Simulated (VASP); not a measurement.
Runs of VASP 6.6.1 on PbO2. The structure is that of space group Fm-3m (No. 225), or close to it. The cells are those of the table. 

```csv
cell,gap on the mesh (eV),pressure (GPa)
"a = 3.947 Å, angles 60.0°, 3 atoms",none,(b)
"a = 3.785 Å, angles 60.0°, 3 atoms",none,4.6
"a = 3.706 Å, angles 60.0°, 3 atoms",none,(a)
"a = 3.862 Å, angles 60.0°, 3 atoms",none,-3.4
"a = 3.824 Å, angles 60.0°, 3 atoms",none,0.2
```

Alike in all rows: task single point; level PBE; potentials or basis VASP PAW PBE potentials, release 64 (Pb_d, O); no spin polarisation; k mesh 14 × 14 × 14; cutoff (eV) 520; smearing gaussian 0.1 eV.

Estimate the missing entries.

(a) 16.1; (b) -9.8.

Caveats: spin-orbit coupling is left out, which moves the levels of the heavy elements.

A k mesh can miss the band edges, and the runs leave out spin-orbit coupling on Pb.

A gap of «none» marks levels without a gap at the run's occupations.
